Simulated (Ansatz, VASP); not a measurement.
# V: VASP beside Ansatz

```
V
1.0
    -3.02870    3.02870    3.02870
     1.51435   -1.51435    1.51435
     1.51435    1.51435   -1.51435
V
2
Cartesian
  0.0000 0.0000 0.0000
  -1.5144 1.5144 1.5144
```

Alike in both runs: task single point; functional PBE; dispersion D3(BJ); k mesh 13 × 13 × 13; occupations fermi-dirac, width 0.02 eV; collinear spin.

```csv
,VASP,Ansatz
version,VASP 6.6.1,Ansatz 0.2.0
potentials or method,"VASP PAW PBE potentials, release 64 (V_sv)","plane waves, PAW"
plane-wave cutoff (eV),500,420
valence electrons in the cell,26,26
```

```tsv
	VASP	Ansatz	Ansatz less VASP
gap on the k mesh at the Fermi level (eV)	none	none	-
net moment per atom (μB)	0.00	0.00	0.000
```

A gap of «none» marks a metal or a gap that the smearing closes. Ansatz's warnings: seeded moment not kept.
